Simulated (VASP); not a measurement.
A run of VASP 6.6.1 is set up as follows.

INCAR

```
SYSTEM = Cu3Pd
PREC = Accurate
ENCUT = 520
EDIFF = 1E-6
ISMEAR = 0
SIGMA = 0.1
LREAL = .FALSE.
LASPH = .TRUE.
NELM = 100
ALGO = Fast
ISIF = 2
LWAVE = .FALSE.
LCHARG = .FALSE.
GGA = PS
NBANDS = 30
```

The input KPOINTS:

```
Automatic mesh
0
G
  12 12 12
  0 0 0
```

POSCAR

```
Cu3Pd
1.0
    3.6900915105      0.0000000000      0.0000000000
    0.0000000000      3.6900915105      0.0000000000
    0.0000000000      0.0000000000      3.6897609892
Cu Pd
3 1
Direct
    0.0000000000      0.5000000000      0.5000000000
    0.5000000000      0.0000000000      0.5000000000
    0.5000000000      0.5000000000      0.0000000000
    0.0000000000      0.0000000000      0.0000000000
```

Potentials or basis: VASP PAW PBE potentials, release 64 (Cu, Pd).

Run with:

```sh
$ cat potpaw_PBE.64/Cu/POTCAR potpaw_PBE.64/Pd/POTCAR > POTCAR
$ mpirun -np 1 vasp_std > vasp.out
```

Task: Predict the pressure.

Result: -4.6 GPa.

Caveat: the PAW data sets were made with another functional, which shifts forces and pressure a little.
